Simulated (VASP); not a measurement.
# Mo (Im-3m) in VASP: further runs

Runs on Mo. Level: PBE. Tasks: single point.

Program: VASP 6.6.1. These are calculated values, not measurements. Logs are shortened: lines on timing, memory, paths and dates and some standing lists are left out, and cuts for length are marked.

## Step 1: The cell of the first run

Symmetry: Im-3m, No. 229, cubic system. Conventional cell: a = 3.120 Å, b = 3.120 Å, c = 3.120 Å, α = 90.00°, β = 90.00°, γ = 90.00°. Within 3.6 Å of Mo (site symmetry m-3m) lie 14 Mo at 2.70 to 3.12 Å.

## Step 2: Single point, PBE

Contents of INCAR:

```
SYSTEM = Mo
PREC = Accurate ; ENCUT = 500
EDIFF = 1E-6 ; ISMEAR = 1
SIGMA = 0.01 ; LREAL = .False.
LASPH = .True. ; NELM = 120
ALGO = Normal ; ISIF = 2
LWAVE = .False. ; LCHARG = .False.
GGA = PE ; NBANDS = 13
GGA_COMPAT = .False.
```

Contents of KPOINTS:

```
Automatic mesh
0
Gamma
  10 10 10
  0 0 0
```

Contents of POSCAR:

```
Mo
1.0
   -1.5601924001      1.5601924001      1.5601924001
    1.5601924001     -1.5601924001      1.5601924001
    1.5601924001      1.5601924001     -1.5601924001
Mo
1
Direct
    0.0000000000      0.0000000000      0.0000000000
```

Potentials or basis: VASP PAW PBE potentials, release 64 (Mo_sv).

Launch:

```console
$ cat potpaw_PBE.64/Mo_sv/POTCAR > POTCAR
$ mpirun -np 1 vasp_std > vasp.out
```

OUTCAR:

```text
SYSTEM = Mo
   PREC = Accurate
   ENCUT = 500
   EDIFF = 1E-6
   ISMEAR = 1
   LREAL = .False.
   LASPH = .True.
   NELM = 120
   ISIF = 2
   GGA = PE

 ion  position               nearest neighbor table
   1  0.000  0.000  0.000-

  LATTYP: Found a body centered cubic cell.
 ALAT       =     3.1203848002

  Lattice vectors:

 A1 = (  -1.5601924001,   1.5601924001,   1.5601924001)
 A2 = (   1.5601924001,  -1.5601924001,   1.5601924001)
 A3 = (   1.5601924001,   1.5601924001,  -1.5601924001)

Analysis of symmetry for initial positions (statically):
=====================================================================
 Subroutine PRICEL returns:
 Original cell was already a primitive cell.

 Routine SETGRP: Setting up the symmetry group for a
 body centered cubic supercell.

 Subroutine GETGRP returns: Found 48 space group operations
 (whereof 48 operations were pure point group operations)
 out of a pool of 48 trial point group operations.

The static configuration has the point symmetry O_h .

Analysis of symmetry for dynamics (positions and initial velocities):
=====================================================================
 Subroutine PRICEL returns:
 Original cell was already a primitive cell.

 Routine SETGRP: Setting up the symmetry group for a
 body centered cubic supercell.

 Subroutine GETGRP returns: Found 48 space group operations
 (whereof 48 operations were pure point group operations)
 out of a pool of 48 trial point group operations.

The dynamic configuration has the point symmetry O_h .

 Subroutine INISYM returns: Found 48 space group operations
 (whereof 48 operations are pure point group operations),
 and found     1 'primitive' translations

----------------------------------------------------------------------------------------

                                     Primitive cell

  volume of cell :      15.1913

  direct lattice vectors                    reciprocal lattice vectors
    -1.560192400  1.560192400  1.560192400     0.000000000  0.320473295  0.320473295
     1.560192400 -1.560192400  1.560192400     0.320473295  0.000000000  0.320473295
     1.560192400  1.560192400 -1.560192400     0.320473295  0.320473295  0.000000000

  length of vectors
     2.702332507  2.702332507  2.702332507     0.453217681  0.453217681  0.453217681

  position of ions in fractional coordinates (direct lattice)
     0.000000000  0.000000000  0.000000000

  ion indices of the primitive-cell ions
   primitive index   ion index
                 1           1

----------------------------------------------------------------------------------------

 KPOINTS: Automatic mesh

Automatic generation of k-mesh.
 Grid dimensions read from file:
 generate k-points for:   10   10   10

 Generating k-lattice:

  Cartesian coordinates                     Fractional coordinates (reciprocal lattice)
     0.000000000  0.032047330  0.032047330     0.100000000  0.000000000  0.000000000
     0.032047330  0.000000000  0.032047330     0.000000000  0.100000000  0.000000000
     0.032047330  0.032047330  0.000000000     0.000000000  0.000000000  0.100000000

  Length of vectors
     0.045321768  0.045321768  0.045321768

  Shift w.r.t. Gamma in fractional coordinates (k-lattice)
     0.000000000  0.000000000  0.000000000

 Subroutine IBZKPT returns following result:
 ===========================================

 Found     47 irreducible k-points:

 Following reciprocal coordinates:
            Coordinates               Weight
  0.000000  0.000000  0.000000      1.000000
  0.100000  0.000000  0.000000     12.000000
  0.200000  0.000000  0.000000     12.000000
  0.300000  0.000000  0.000000     12.000000
  0.400000  0.000000  0.000000     12.000000
  0.500000  0.000000  0.000000      6.000000
[... 16 lines left out ...]
  0.300000  0.300000  0.100000      8.000000
 -0.300000  0.300000  0.100000     24.000000
 [... further k-points ...]
   k-points           NKPTS =     47   k-points in BZ     NKDIM =     47   number of bands    NBANDS=     13
   number of dos      NEDOS =    301   number of ions     NIONS =      1
   total plane-waves  NPLWV =   8000
   dimension x,y,z NGX =    20 NGY =   20 NGZ =   20
   dimension x,y,z NGXF=    40 NGYF=   40 NGZF=   40
   ions per type =               1
   NGX,Y,Z   is equivalent  to a cutoff of  12.30, 12.30, 12.30 a.u.
   NGXF,Y,Z  is equivalent  to a cutoff of  24.61, 24.61, 24.61 a.u.
 SYSTEM =  Mo
   PREC   = accura    normal or accurate (medium, high low for compatibility)
   ISTART =      0    job   : 0-new  1-cont  2-samecut
   ICHARG =      2    charge: 1-file 2-atom 10-const
   ISPIN  =      1    spin polarized calculation?
   LNONCOLLINEAR =      F non collinear calculations
   LSORBIT =      F    spin-orbit coupling
   LASPH  =      T    aspherical Exc in radial PAW
   ENCUT  =  500.0 eV  36.75 Ry    6.06 a.u.   4.93  4.93  4.93*2*pi/ulx,y,z
   NELM   =    120;   NELMIN=  2; NELMDL= -5     # of ELM steps
   EDIFF  = 0.1E-05   stopping-criterion for ELM
   LREAL  =      F    real-space projection
   EDIFFG = 0.1E-04   stopping-criterion for IOM
   NSW    =      0    number of steps for IOM
   IBRION =     -1    ionic relax: 0-MD 1-quasi-New 2-CG
   NFREE  =      0    steps in history (QN), initial steepest desc. (CG)
   ISIF   =      2    stress and relaxation
   ISYM   =      2    0-nonsym 1-usesym 2-fastsym
   POTIM  = 0.5000    time-step for ionic-motion
   TEBEG  =    0.0;   TEEND  =   0.0 temperature during run
   PSTRESS=    0.0 pullay stress
   NELECT =      14.0000    total number of electrons
   NUPDOWN=      -1.0000    fix difference up-down
   EMIN   =  10.00;   EMAX   =-10.00  energy-range for DOS
   EFERMI =   0.00;   METHOD = LEGACY
   ISMEAR =     1;   SIGMA  =   0.01  broadening in eV -4-tet -1-fermi 0-gaus
   EFERMI_NEDOS =   21; number of points for ismear=-14 and -15
   IALGO  =     38    algorithm
   IMIX   =      4    mixing-type and parameters
     AMIX     =   0.40;   BMIX     =  1.00
     AMIX_MAG =   1.60;   BMIX_MAG =  1.00
  volume/ion in A,a.u.               =      15.19       102.52
  Fermi-wavevector in a.u.,A,eV,Ry     =   1.593135  3.010589 34.532680  2.538080
  Thomas-Fermi vector in A             =   2.691412
   LORBIT       =      0    0 simple, 1 ext, 2 COOP (PROOUT), +10 PAW based schemes
   GGA     = PE    functional components
   LHFCALC =     F    Hartree Fock is set to
   AEXX    =    0.0000 exact exchange contribution
   IVDW    =     0    specifies the selected vdW correction
   LEPSILON=     F    determine dielectric tensor
   LRPA    =     F    only Hartree local field effects (RPA)
 non-spin polarized calculation
 Methfessel and Paxton  Order N= 1 SIGMA  =   0.01
  energy-cutoff  :      500.00
  volume of cell :       15.19
 maximum number of plane-waves:       402
   NGX =  9   NGY =  9   NGZ =  9

 number of electron      13.9999997 magnetization

 Free energy of the ion-electron system (eV)
  ---------------------------------------------------
  ext. energy  EPLUGINS =         0.00000000
  ---------------------------------------------------
  free energy    TOTEN  =       -10.89891806 eV

  energy without entropy =      -10.89887536  energy(sigma->0) =      -10.89890383

 E-fermi :  13.1686     XC(G=0): -13.5481

 val. band max:       13.1659759331   @ k =  -0.3000   0.3000   0.3000
 cond. band min:      13.1860994259   @ k =  -0.2000   0.2000   0.2000
 fundamental gap:      0.0201234928
 Fermi energy:        13.1685957715

 k-point     1 :       0.0000    0.0000    0.0000
  band No.  band energies     occupation
      1     -48.1967      2.00000
      2     -21.3959      2.00000
      3     -21.3959      2.00000
      4     -21.3959      2.00000
      5       5.7321      2.00000
      6      11.6544      2.00000
      7      11.6544      2.00000
      8      11.6544      2.00000
      9      14.7882      0.00000
     10      14.7882      0.00000
     11      27.9322      0.00000
     12      27.9322      0.00000
     13      27.9322      0.00000

 k-point     2 :       0.1000    0.0000    0.0000
  band No.  band energies     occupation
      1     -48.1689      2.00000
      2     -21.5527      2.00000
      3     -21.4440      2.00000
      4     -21.3972      2.00000
      5       6.1787      2.00000
      6      11.4018      2.00000
      7      11.6002      2.00000
      8      12.0835      2.00000
      9      14.4507      0.00000
     10      14.7968      0.00000
     11      28.2506      0.00000
     12      28.6952      0.00000
     13      28.7960      0.00000

 k-point     3 :       0.2000    0.0000    0.0000
  band No.  band energies     occupation
      1     -48.0956      2.00000
      2     -21.9518      2.00000
      3     -21.5683      2.00000
      4     -21.4006      2.00000
      5       7.2512      2.00000
      6      10.8038      2.00000
      7      11.4014      2.00000
      8      13.3116     -0.00000
      9      14.1552      0.00000
     10      14.8706      0.00000
     11      28.4546      0.00000
     12      29.9141      0.00000
     13      30.7978      0.00000
[... 305 lines left out ...]
 k-point    23 :       0.3000    0.3000    0.1000
  band No.  band energies     occupation
      1     -47.8747      2.00000
      2     -22.3799      2.00000
      3     -22.3799      2.00000
      4     -21.7324      2.00000
      5       9.2576      2.00000
      6      10.8223      2.00000
      7      10.8223      2.00000
      8      15.4639      0.00000
      9      15.4639      0.00000
     10      23.2451      0.00000
     11      23.9407      0.00000
     12      23.9407      0.00000
     13      28.1636      0.00000

 k-point    24 :      -0.3000    0.3000    0.1000
  band No.  band energies     occupation
      1     -47.9812      2.00000
      2     -22.4027      2.00000
      3     -21.7722      2.00000
      4     -21.5188      2.00000
      5       8.3240      2.00000
      6      10.5908      2.00000
      7      11.3585      2.00000
      8      13.6216      0.00000
      9      14.9984      0.00000
     10      15.8600      0.00000
     11      27.5105      0.00000
     12      29.2551      0.00000
     13      33.3834      0.00000

 [... further k-points ...]
[... 5 lines left out ...]
  --------------------------------------------------------------------------------------
  -------------------------------------------------------------------------------------
  Total        1.0249312      1.0249312      1.0249312      0.0000000      0.0000000     -0.0000000
  in kB      108.0963053    108.0963053    108.0963053      0.0000000      0.0000000     -0.0000000
  external PRESSURE =     108.0963053 kB  Pullay stress =       0.0000000 kB

 VOLUME and BASIS-vectors are now :
 -----------------------------------------------------------------------------
  energy-cutoff  :      500.00
  volume of cell :       15.19
      direct lattice vectors                 reciprocal lattice vectors
    -1.560192400  1.560192400  1.560192400     0.000000000  0.320473295  0.320473295
     1.560192400 -1.560192400  1.560192400     0.320473295  0.000000000  0.320473295
     1.560192400  1.560192400 -1.560192400     0.320473295  0.320473295  0.000000000

 POSITION                                       TOTAL-FORCE (eV/Angst)
 -----------------------------------------------------------------------------------
      0.00000      0.00000      0.00000         0.000000      0.000000     -0.000000
 -----------------------------------------------------------------------------------
    total drift:                                0.000000     -0.000000      0.000000

  FREE ENERGIE OF THE ION-ELECTRON SYSTEM (eV)
  ---------------------------------------------------
  free  energy   TOTEN  =       -10.8989180616 eV

  energy  without entropy=      -10.8988753581  energy(sigma->0) =      -10.89890383
```

Run time: 8.6 s. Hardware: 1 thread of AMD EPYC 7R13, shared host; peak memory 0.1 GiB.

What came out:

| Quantity | Value |
| --- | --- |
| Free energy | -10.8989 eV |
| Pressure | 10.8 GPa |
| Band gap on the k mesh | zero (band 7 reaches 17.23 eV, above the bottom of band 8 at 11.65 eV) |

## Step 3: Single point, PBE

This run uses another cell than the first one, of 15.58 Å³/atom, 1.026 times its volume.

Contents of INCAR:

```
ALGO = Normal
EDIFF = 1E-6
ENCUT = 500
GGA = PE
GGA_COMPAT = False
ISIF = 2
ISMEAR = 1
LASPH = True
LCHARG = True
LELF = True
LREAL = False
LVHAR = True
LWAVE = False
NBANDS = 13
NELM = 120
PREC = Accurate
SIGMA = 0.01
```

Contents of KPOINTS:

```
k-points
0
Gamma
  10 10 10
```

Contents of POSCAR:

```
Mo
1.0
   -1.5734150000      1.5734150000      1.5734150000
    1.5734150000     -1.5734150000      1.5734150000
    1.5734150000      1.5734150000     -1.5734150000
Mo
1
Direct
    0.0000000000      0.0000000000      0.0000000000
```

Potentials or basis: VASP PAW PBE potentials, release 64 (Mo_sv).

Launch:

```console
$ cat potpaw_PBE.64/Mo_sv/POTCAR > POTCAR
$ mpirun -np 1 vasp_std > vasp.out
```

Run time: 9 s. Hardware: 1 thread of AMD EPYC 7R13, shared host; peak memory 0.1 GiB.

The run converged. Its results:

```yaml
Free_energy: -10.9161 eV
Pressure: 3.4 GPa
Band_gap_on_the_k_mesh: zero (band 7 reaches 16.67 eV, above the bottom of band 8 at 11.29 eV)
```

Levels at points of the mesh, in eV from the Fermi level:
| k point | band 5 | band 6 | band 7 | band 8 | band 9 | band 10 |
| --- | --- | --- | --- | --- | --- | --- |
| (0.00, 0.00, 0.00) | -7.36 | -1.46 | -1.46 | -1.46 | 1.57 | 1.57 |
| (0.50, 0.00, 0.00) | -5.45 | -3.51 | 1.53 | 1.61 | 2.24 | 4.68 |
| (0.50, 0.50, 0.50) | -5.57 | -5.57 | 3.91 | 3.91 | 3.91 | 8.98 |

## Step 4: Single point, PBE

This run uses another cell than the first one, of 15.97 Å³/atom, 1.051 times its volume.

Contents of INCAR:

```
PREC     = Accurate       # precision mode
ENCUT    = 500            # plane-wave cutoff, eV
EDIFF    = 1E-6           # SCF threshold, eV
ISMEAR   = 1              # smearing method
SIGMA    = 0.01           # smearing width, eV
LREAL    = F              # projectors in reciprocal space
LASPH    = T              # aspherical terms in the spheres
NELM     = 120            # most SCF steps
ALGO     = Normal         # electronic algorithm
ISIF     = 2              # what is computed and relaxed
LWAVE    = F              # write WAVECAR
LCHARG   = F              # write CHGCAR
GGA      = PE             # functional
NBANDS   = 13             # bands
GGA_COMPAT= F
```

Contents of KPOINTS:

```
Automatic mesh
0
Gamma
  10 10 10
```

Contents of POSCAR:

```
Mo
1.0
   -1.5864190195      1.5864190195      1.5864190195
    1.5864190195     -1.5864190195      1.5864190195
    1.5864190195      1.5864190195     -1.5864190195
Mo
1
Direct
    0.0000000000      0.0000000000      0.0000000000
```

Potentials or basis: VASP PAW PBE potentials, release 64 (Mo_sv).

Launch:

```console
$ cat potpaw_PBE.64/Mo_sv/POTCAR > POTCAR
$ mpirun -np 1 vasp_std > vasp.out
```

OUTCAR:

```text
PREC = Accurate
   ENCUT = 500
   EDIFF = 1E-6
   ISMEAR = 1
   LREAL = F
   LASPH = T
   NELM = 120
   ISIF = 2
   GGA = PE

 ion  position               nearest neighbor table
   1  0.000  0.000  0.000-

  LATTYP: Found a body centered cubic cell.
 ALAT       =     3.1728380390

  Lattice vectors:

 A1 = (  -1.5864190195,   1.5864190195,   1.5864190195)
 A2 = (   1.5864190195,  -1.5864190195,   1.5864190195)
 A3 = (   1.5864190195,   1.5864190195,  -1.5864190195)

Analysis of symmetry for initial positions (statically):
=====================================================================
 Subroutine PRICEL returns:
 Original cell was already a primitive cell.

 Routine SETGRP: Setting up the symmetry group for a
 body centered cubic supercell.

 Subroutine GETGRP returns: Found 48 space group operations
 (whereof 48 operations were pure point group operations)
 out of a pool of 48 trial point group operations.

The static configuration has the point symmetry O_h .

Analysis of symmetry for dynamics (positions and initial velocities):
=====================================================================
[... 160 lines left out ...]
 fundamental gap:      0.0299635179
 Fermi energy:        12.3636002026

 k-point     1 :       0.0000    0.0000    0.0000
  band No.  band energies     occupation
      1     -48.9904      2.00000
      2     -22.3071      2.00000
      3     -22.3071      2.00000
      4     -22.3071      2.00000
      5       5.0881      2.00000
      6      10.9472      2.00000
      7      10.9472      2.00000
      8      10.9472      2.00000
      9      13.8945      0.00000
     10      13.8945      0.00000
     11      27.0491      0.00000
     12      27.0491      0.00000
     13      27.0491      0.00000
[... 354 lines left out ...]
  band No.  band energies     occupation
      1     -48.8139      2.00000
      2     -23.1656      2.00000
      3     -22.6307      2.00000
      4     -22.4111      2.00000
      5       7.6747      2.00000
      6       9.9578      2.00000
      7      10.6292      2.00000
      8      12.7931      0.00000
      9      14.0720      0.00000
     10      14.8585      0.00000
     11      26.3747      0.00000
     12      27.8654      0.00000
     13      31.9296      0.00000

 [... further k-points ...]
[... 5 lines left out ...]
  --------------------------------------------------------------------------------------
  -------------------------------------------------------------------------------------
  Total       -0.3068682     -0.3068682     -0.3068682      0.0000000     -0.0000000      0.0000000
  in kB      -30.7856843    -30.7856843    -30.7856843      0.0000000     -0.0000000      0.0000000
  external PRESSURE =     -30.7856843 kB  Pullay stress =       0.0000000 kB

 VOLUME and BASIS-vectors are now :
 -----------------------------------------------------------------------------
  energy-cutoff  :      500.00
  volume of cell :       15.97
      direct lattice vectors                 reciprocal lattice vectors
    -1.586419020  1.586419020  1.586419020     0.000000000  0.315175243  0.315175243
     1.586419020 -1.586419020  1.586419020     0.315175243  0.000000000  0.315175243
     1.586419020  1.586419020 -1.586419020     0.315175243  0.315175243  0.000000000

 POSITION                                       TOTAL-FORCE (eV/Angst)
 -----------------------------------------------------------------------------------
      0.00000      0.00000      0.00000         0.000000     -0.000000      0.000000
 -----------------------------------------------------------------------------------
    total drift:                                0.000000     -0.000000      0.000000

  FREE ENERGIE OF THE ION-ELECTRON SYSTEM (eV)
  ---------------------------------------------------
  free  energy   TOTEN  =       -10.9165512255 eV

  energy  without entropy=      -10.9165078622  energy(sigma->0) =      -10.91653677
```

Wall time 8.6 s (1 thread of AMD EPYC 7R13, shared host); peak memory 0.1 GiB.

Results:

```yaml
Free_energy: -10.9166 eV
Pressure: -3.1 GPa
Band_gap_on_the_k_mesh: zero (band 7 reaches 16.14 eV, above the bottom of band 8 at 10.95 eV)
```

## Step 5: Single point, PBE

This run uses another cell than the first one, of 16.36 Å³/atom, 1.077 times its volume.

Contents of INCAR:

```
SYSTEM = Mo
PREC = Accurate ; ENCUT = 500
EDIFF = 1E-6 ; ISMEAR = 1
SIGMA = 0.01 ; LREAL = .FALSE.
LASPH = .TRUE. ; NELM = 120
ALGO = Normal ; ISIF = 2
LWAVE = .FALSE. ; LCHARG = .FALSE.
GGA = PE ; NBANDS = 13
GGA_COMPAT = .FALSE.
```

Contents of KPOINTS:

```
regular mesh
0
G
  10 10 10
  0 0 0
```

Contents of POSCAR:

```
Mo
1.0
   -1.5992132738      1.5992132738      1.5992132738
    1.5992132738     -1.5992132738      1.5992132738
    1.5992132738      1.5992132738     -1.5992132738
Mo
1
Direct
    0.0000000000      0.0000000000      0.0000000000
```

Launch:

```console
$ cat potpaw_PBE.64/Mo_sv/POTCAR > POTCAR
$ mpirun -np 1 vasp_std > vasp.out
```

It took 9.1 s on 1 thread of AMD EPYC 7R13, shared host; peak memory 0.1 GiB.

The run converged. Its results:

* Free energy: -10.9022 eV
* Pressure: -8.7 GPa
* Band gap on the k mesh: zero (band 7 reaches 15.63 eV, above the bottom of band 8 at 10.62 eV)

Levels at points of the mesh, in eV from the Fermi level:
```tsv
k point	band 4	band 5	band 6	band 7	band 8	band 9	band 10	band 11
(0.00, 0.00, 0.00)	-34.72	-7.19	-1.37	-1.37	-1.37	1.49	1.49	14.64
(0.50, 0.00, 0.00)	-34.73	-5.16	-3.29	1.36	1.49	2.09	4.35	10.87
(0.50, 0.50, 0.50)	-35.56	-5.20	-5.20	3.64	3.64	3.64	8.61	8.61
```

[end of part 1 of 2]
